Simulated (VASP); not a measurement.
Set up this calculation in VASP 6.6.1, as the native input.

```
Task                   : single point
Functional             : PBE
Potentials or basis    : VASP PAW PBE potentials, release 64 (Tl_d, Br)
Cutoff                 : 500 eV
k mesh                 : 4 × 4 × 4
Occupations            : gaussian, width 0.01 eV
Spin                   : no spin polarisation
Dipole correction      : no
Further INCAR settings : ALGO = Normal; EDIFF = 1e-06; NBANDS = 17
```

The structure of TlBr lies in POSCAR:

```
TlBr
1.0
    3.7231275148      0.0000000000      0.0000000000
    0.0000000000      3.7231275148      0.0000000000
    0.0000000000      0.0000000000      3.7231275148
Tl Br
1 1
Direct
    0.0000000000      0.0000000000      0.0000000000
    0.5000000000      0.5000000000      0.5000000000
```

These files were run (other wordings do the same):

INCAR

```
PREC     = Accurate       # precision mode
ENCUT    = 500            # plane-wave cutoff, eV
EDIFF    = 1E-6           # SCF threshold, eV
ISMEAR   = 0              # smearing method
SIGMA    = 0.01           # smearing width, eV
LREAL    = F              # projectors in reciprocal space
LASPH    = T              # aspherical terms in the spheres
NELM     = 120            # most SCF steps
ALGO     = Normal         # electronic algorithm
ISIF     = 2              # what is computed and relaxed
LWAVE    = F              # write WAVECAR
LCHARG   = T              # write CHGCAR
GGA      = PE             # functional
LELF     = T              # ELF
LVHAR    = T            
NBANDS   = 17             # bands
GGA_COMPAT= F
```

KPOINTS

```
Automatic mesh
0
Gamma
  4 4 4
```

Potentials or basis: VASP PAW PBE potentials, release 64 (Tl_d, Br).

Run with:

```console
$ cat potpaw_PBE.64/Tl_d/POTCAR potpaw_PBE.64/Br/POTCAR > POTCAR
$ mpirun -np 1 vasp_std > vasp.out
```

It gave:

| Quantity | Value |
| --- | --- |
| Pressure | 9.9 GPa |
| Band gap on the k mesh | 1.09 eV (least direct gap 1.22 eV) |

Caveat: the k points lie up to 0.42 Å⁻¹ apart; spin-orbit coupling is left out, which moves the levels of the heavy elements.

Wall time 5.8 s on 1 thread of Intel(R) Xeon(R) Platinum 8488C (Sapphire Rapids), with other jobs on the host, peak memory 0.15 GiB.
